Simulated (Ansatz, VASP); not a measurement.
# LiNbO3 in VASP and in Ansatz

Contents of INCAR:

```
PREC     = Accurate       # precision mode
ENCUT    = 600            # plane-wave cutoff, eV
EDIFF    = 1E-6           # SCF threshold, eV
ISMEAR   = 0              # smearing method
SIGMA    = 0.1            # smearing width, eV
LREAL    = F              # projectors in reciprocal space
LASPH    = T              # aspherical terms in the spheres
NELM     = 60             # most SCF steps
ALGO     = Normal         # electronic algorithm
ISIF     = 3              # what is computed and relaxed
LWAVE    = F              # write WAVECAR
LCHARG   = F              # write CHGCAR
GGA      = PE             # functional
IBRION   = 2              # ionic algorithm
NSW      = 90             # ionic steps
EDIFFG   = -0.04          # ionic threshold
```

KPOINTS

```
regular mesh
0
Gamma
  6 6 6
```

The input POSCAR:

```
LiNbO3
1.0
    3.6738667002      0.0000000000      0.0000000000
    0.0000000000      3.6738667002      0.0000000000
    0.0000000000      0.0000000000      3.6905836295
Li Nb O
1 1 3
Direct
    0.0000000000      0.0000000000      0.0000000000
    0.5000000000      0.5000000000      0.5000000000
    0.5000000000      0.5000000000      0.0000000000
    0.5000000000      0.0000000000      0.5000000000
    0.0000000000      0.5000000000      0.5000000000
```

Input for Ansatz:

```yaml
crystal:
  lattice:
    - [3.6738667002, 0.0, 0.0]
    - [0.0, 3.6738667002, 0.0]
    - [0.0, 0.0, 3.6905836295]
  atoms:
    - { symbol: Li, position: [0.0, 0.0, 0.0] }
    - { symbol: Nb, position: [0.5, 0.5, 0.5] }
    - { symbol: O, position: [0.5, 0.5, 0.0] }
    - { symbol: O, position: [0.5, 0.0, 0.5] }
    - { symbol: O, position: [0.0, 0.5, 0.5] }
basis:
  ecutwfc: 420
kpoints:
  mp_grid: { grid: [6, 6, 6] }
hamiltonian:
  xc: pbe
scf:
  occupations: { method: gaussian, width: 0.1 }
  lower_state_search: "off"
output:
  forces: true
  stress: true
  eigenvalues: true
relax:
  adjacent_minimum: "off"
  f_tol: 0.04
  max_steps: 70
  cell: { stress_tol: 0.4 }
```

Alike in both runs: task relaxation of cell and atoms; functional PBE; k mesh 6 × 6 × 6; occupations gaussian, width 0.1 eV; no spin polarisation.

```csv
,VASP,Ansatz
version,VASP 6.6.1,Ansatz 0.2.0
potentials or method,"VASP PAW PBE potentials, release 64 (Li_sv, Nb_sv, O), cutoff 600 eV","scalar-relativistic, plane waves, PAW"
valence electrons in the cell,34,34
```

|  | VASP | Ansatz | Ansatz less VASP |
| --- | --- | --- | --- |
| gap on the k mesh at the Fermi level, each at its own relaxed structure (eV) | 1.68 | 1.70 | +0.020 |
| relaxed volume (Å³/atom) | 12.35 | 12.36 | +0.006 |
| relaxed length of the cell vector where the two differ most in proportion (Å) | 3.952 | 3.953 | +0.0018 |

Noted on VASP's run: the cutoff is under 1.25 times that of the potentials, so the pressure is a little rough; the volume moved by over 15 % at a fixed basis, so the end points are rough.
